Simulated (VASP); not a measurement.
Here is a VASP 6.6.1 calculation.

INCAR

```
SYSTEM = Si8O15
PREC = Accurate ; ENCUT = 520
EDIFF = 1E-7 ; ISMEAR = -1
SIGMA = 0.05 ; LREAL = Auto
LASPH = .True. ; NELM = 100
ALGO = Normal ; ISIF = 2
LWAVE = .False. ; LCHARG = .False.
GGA = PE ; IVDW = 12
NBANDS = 78
```

The input KPOINTS:

```
regular mesh
0
Gamma
  2 2 2
  0 0 0
```

File POSCAR:

```
Si8O15
1.0
   -4.2244000000     -4.2244000000      0.0000000000
    4.2244000000     -4.2244000000      0.0000000000
    0.0000000000      0.0000000000      5.3792000000
Si O
8 15
Direct
    0.4985207367      0.4997263517      0.0009133328
   -0.0008672237      0.4999371508      0.2487189545
    0.4980300161      0.4990990437      0.5009129610
   -0.0008674605      0.4999373876      0.7531064099
    0.0053102216     -0.0000815500      0.0009109161
    0.5108054398     -0.0012154389      0.2302658388
   -0.0465086166     -0.0000568128      0.5009127751
    0.5108344380     -0.0012150838      0.7715329417
    0.1936457248      0.5001621532      0.0009137046
    0.0044231133      0.1953555535      0.2444934191
    0.8048184358      0.5002203863      0.0009170509
    0.0045137771      0.8045694063      0.2446655637
    0.1926571821      0.4998383202      0.5009118456
    0.0044241786      0.1953462030      0.7573339902
    0.8050305369      0.4998619922      0.5009083135
    0.0045150791      0.8045794669      0.7571616597
    0.7011007480     -0.0003602879      0.0009209548
    0.5003838415      0.6931778477      0.2455807555
    0.3084780087     -0.0003185068      0.0008975312
    0.5005141559      0.3068629865      0.2449968397
    0.5003881025      0.6931778477      0.7562433076
    0.4258323075      0.0015803428      0.5008835886
    0.5005181801      0.3068629865      0.7568266657
```

Potentials or basis: VASP PAW PBE potentials, release 64 (Si, O).

Launch:

```sh
$ cat potpaw_PBE.64/Si/POTCAR potpaw_PBE.64/O/POTCAR > POTCAR
$ mpirun -np 1 vasp_std > vasp.out
```

(1) Estimate the dispersion energy per atom.

(2) What does it give for the largest force?

Results:

(1) -0.231 eV.

(2) 5.542 eV/Å.

Caveat: the k points lie up to 0.58 Å⁻¹ apart.
